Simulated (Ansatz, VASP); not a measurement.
Hg: VASP beside Ansatz

```
Hg
1.0
     0.00000    2.93963    2.93963
     2.93963    0.00000    2.93963
     2.93963    2.93963    0.00000
Hg
2
Direct
  0.87500 0.87500 0.87500
  0.12500 0.12500 0.12500
```

Change from the starting cell: volume scaled by 0.45, norm-conserving files.

Alike in both runs: task single point; functional PBE; k mesh 11 × 11 × 11; occupations fermi-dirac, width 0.05 eV; no spin polarisation.

|  | VASP | Ansatz |
| --- | --- | --- |
| version | VASP 6.6.1 | Ansatz 0.2.0 |
| potentials or method | VASP PAW PBE potentials, release 64 (Hg) | norm-conserving pseudopotentials, scalar-relativistic |
| plane-wave cutoff (eV) | 520 | 898 |
| valence electrons in the cell | 24 | 40 |

VASP gave:

| Quantity | Value |
| --- | --- |
| pressure (GPa) | 27.3 |

Q: Which values does Ansatz return?

A: Pressure (GPa): 26.0.

VASP's potentials hold 24 valence electrons a cell and Ansatz's 40, so a difference there can come from the potentials and not from the codes.

Neither program's run includes spin-orbit coupling.
